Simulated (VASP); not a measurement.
Input of a VASP 6.6.1 run:

The input INCAR:

```
PREC = Accurate
ENCUT = 600
EDIFF = 1E-6
ISMEAR = 0
SIGMA = 0.01
LREAL = F
LASPH = T
NELM = 100
ALGO = Normal
ISIF = 3
LWAVE = F
LCHARG = F
GGA = PS
IBRION = 2
NSW = 80
EDIFFG = -0.01
```

The input KPOINTS:

```
Automatic mesh
0
Gamma
  6 6 4
```

File POSCAR:

```
CuI
1.0
    4.0229000000      0.0000000000      0.0000000000
    0.0000000000      4.0229000000      0.0000000000
    0.0000000000      0.0000000000      5.6506000000
Cu I
2 2
Direct
    0.0000000000      0.0000000000      0.0000000000
    0.5000000000      0.5000000000      0.0000000000
    0.0000000000      0.5000000000      0.2913000000
    0.5000000000      0.0000000000      0.7087000000
```

Potentials or basis: VASP PAW PBE potentials, release 64 (Cu, I).

Run with:

```bash
$ cat potpaw_PBE.64/Cu/POTCAR potpaw_PBE.64/I/POTCAR > POTCAR
$ mpirun -np 1 vasp_std > vasp.out
```

**Question.** What does it give for the space group after relaxing (to 0.05 Å)?

**Answer.** P4/nmm (No. 129).

**Question.** What does it give for the relaxed cell?

**Answer.** a = 4.015 Å, b = 4.015 Å, c = 6.465 Å, α = 90.00°, β = 90.00°, γ = 90.00°.

**Question.** What does it give for the relaxed volume?

**Answer.** 26.05 Å³/atom.

**Question.** Estimate the band gap on the k mesh.

**Answer.** 1.53 eV, direct.

Final structure:
```cif
data_structure
_symmetry_space_group_name_H-M 'P 1'
_symmetry_Int_Tables_number 1
_cell_length_a 4.0147
_cell_length_b 4.0147
_cell_length_c 6.4645
_cell_angle_alpha 90.000
_cell_angle_beta 90.000
_cell_angle_gamma 90.000
_cell_volume 104.19
loop_
_atom_site_label
_atom_site_type_symbol
_atom_site_fract_x
_atom_site_fract_y
_atom_site_fract_z
_atom_site_occupancy
Cu1 Cu 0.00000 0.00000 0.00000 1
Cu2 Cu 0.50000 0.50000 0.00000 1
I1 I 0.00000 0.50000 0.26140 1
I2 I 0.50000 0.00000 0.73860 1
```

Caveat: the PAW data sets were made with another functional, which shifts forces and pressure a little; spin-orbit coupling is left out, which moves the levels of the heavy elements; this functional lacks dispersion, which binds the layers, so the pressure and a relaxed spacing across them are unreliable; the volume moved by +14 % from the deposited cell, more than functionals usually miss. Zero-point motion and thermal expansion aren't in these numbers.
